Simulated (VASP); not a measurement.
Wanted: the native input for a VASP 6.6.1 run.

- Task: single point
- Functional: PBE
- Potentials or basis: VASP PAW PBE potentials, release 64 (Cd, Te)
- Cutoff: 520 eV
- k mesh: 4 × 4 × 4
- Occupations: gaussian, width 0.1 eV
- Spin: no spin polarisation
- Dipole correction: no
- Further INCAR settings: ALGO = Normal; EDIFF = 1e-06; NBANDS = 26

The structure of CdTe4 lies in POSCAR:

```
CdTe4
1.0
    5.5968054300      0.0000000000      0.0000000000
    0.0000000000      5.5968054300      0.0000000000
    0.0000000000      0.0000000000      5.5968054300
Cd Te
1 4
Direct
    0.0000000000      0.0000000000      0.0000000000
    0.5000000000      0.0000000000      0.0000000000
    0.0000000000      0.5000000000      0.0000000000
    0.0000000000      0.0000000000      0.5000000000
    0.5000000000      0.5000000000      0.5000000000
```

The cell was built from a structure type or drawn by symmetry, and may not be a known phase.

The input as run:

INCAR

```
ALGO = Normal ; EDIFF = 1E-6
ENCUT = 520 ; GGA = PE
ISIF = 2 ; ISMEAR = 0
LASPH = True ; LCHARG = False
LREAL = False ; LWAVE = False
NBANDS = 26 ; NELM = 60
PREC = Accurate ; SIGMA = 0.1
```

KPOINTS

```
k-points
0
Gamma
  4 4 4
```

Potentials or basis: VASP PAW PBE potentials, release 64 (Cd, Te).

Run with:

```bash
$ cat potpaw_PBE.64/Cd/POTCAR potpaw_PBE.64/Te/POTCAR > POTCAR
$ mpirun -np 1 vasp_std > vasp.out
```

Results of the run:

* Pressure: -0.8 GPa
* Band gap on the k mesh: zero (bands 18 and 19 overlap by 1.03 eV)

Caveat: spin-orbit coupling is left out, which moves the levels of the heavy elements.

Run time: 40 s on 1 thread of Intel(R) Xeon(R) Platinum 8259CL CPU @ 2.50GHz (Skylake/Cascade Lake) (shared host), peak memory 0.27 GiB.
